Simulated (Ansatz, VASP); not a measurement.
# Two plane-wave programs on Pb

```
Pb
1.0
     0.00000    2.42450    2.42450
     2.42450    0.00000    2.42450
     2.42450    2.42450    0.00000
Pb
1
Direct
  0.00000 0.00000 0.00000
```

Alike in both runs: task single point; functional r2SCAN; dispersion D4; k mesh 9 × 9 × 9; occupations fermi-dirac, width 0.05 eV; no spin polarisation.

|  | VASP | Ansatz |
| --- | --- | --- |
| version | VASP 6.6.1 | Ansatz 0.2.0 |
| potentials or method | VASP PAW PBE potentials, release 64 (Pb_d) | Ansatz PAW |
| plane-wave cutoff (eV) | 520 | 500 |
| valence electrons in the cell | 14 | 14 |

```csv
,VASP,Ansatz,Ansatz less VASP
gap on the k mesh at the Fermi level (eV),none,none,-
pressure (GPa),4.0,4.0,-0.01
```

VASP's potentials were made for PBE, not for r2SCAN. A gap of «none» marks a metal or a gap that the smearing closes.

Spin-orbit coupling is off throughout.
